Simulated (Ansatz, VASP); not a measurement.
# Zr: VASP beside Ansatz

```
Zr
1.0
     3.24458    0.00000    0.00000
    -1.62229    2.80989    0.00000
     0.00000    0.00000    5.15736
Zr
2
Direct
  0.33333 0.66667 0.25000
  0.66667 0.33333 0.75000
```

Alike in both runs: task single point; functional r2SCAN; k mesh 11 × 11 × 6; occupations methfessel-paxton of order 1, width 0.03 eV; no spin polarisation.

|  | VASP | Ansatz |
| --- | --- | --- |
| version | VASP 6.6.1 | Ansatz 0.2.0 |
| potentials or method | VASP PAW PBE potentials, release 64 (Zr_sv), cutoff 520 eV | plane waves (500 eV) with PAW, scalar-relativistic |
| valence electrons in the cell | 24 | 24 |

VASP gave:

```
pressure (GPa)                                                : -0.2
traceless stress, the component that is largest in VASP (GPa) : -0.19
```

Question: Estimate Ansatz's values.

Answer: Pressure (GPa): -0.2; traceless stress, the component that is largest in VASP (GPa): -0.17.

VASP's potentials were made for PBE, not for r2SCAN.
